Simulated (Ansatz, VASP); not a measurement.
**Rh in VASP and in Ansatz**

File INCAR:

```
PREC = Accurate
ENCUT = 500
EDIFF = 1E-6
ISMEAR = -1
SIGMA = 0.1
LREAL = False
LASPH = True
NELM = 200
ALGO = Normal
ISIF = 2
LWAVE = False
LCHARG = False
ISPIN = 2
MAGMOM = 0
LORBIT = 11
LMAXMIX = 4
GGA = PE
NBANDS = 18
GGA_COMPAT = False
```

KPOINTS

```
regular mesh
0
Gamma
  8 8 8
```

The input POSCAR:

```
Rh
1.0
    0.0000000000      1.8604950000      1.8604950000
    1.8604950000      0.0000000000      1.8604950000
    1.8604950000      1.8604950000      0.0000000000
Rh
1
Direct
    0.0000000000      0.0000000000      0.0000000000
```

Input for Ansatz:

```yaml
crystal:
  lattice:
    - [0, 1.860495, 1.860495]
    - [1.860495, 0, 1.860495]
    - [1.860495, 1.860495, 0]
  atoms:
    - { symbol: Rh, position: [0, 0, 0] }
kpoints:
  mp_grid: { grid: [8, 8, 8], shift: [0, 0, 0] }
hamiltonian:
  xc: pbe
  pseudopotentials: { kind: paw }
scf:
  occupations: { method: fermi_dirac }
  convergence: { dm_fallback: { after: 8, dr2: "1.0e-12 eV" } }
magnetization:
  spin_polarized: true
```

Alike in both runs: task single point; functional PBE; k mesh 8 × 8 × 8; collinear spin.

|  | VASP | Ansatz |
| --- | --- | --- |
| version | VASP 6.6.1 | Ansatz 0.2 development build |
| potentials or method | VASP PAW PBE potentials, release 64 (Rh_pv) | PAW hard, scalar-relativistic |
| plane-wave cutoff (eV) | 500 | 540 |
| occupations | fermi-dirac, width 0.1 eV | fermi-dirac |

```csv
,VASP,Ansatz,Ansatz less VASP
net moment per atom (μB),0.00,0.00,0.000
```

The k mesh is coarse, so the values compare programs but aren't converged.
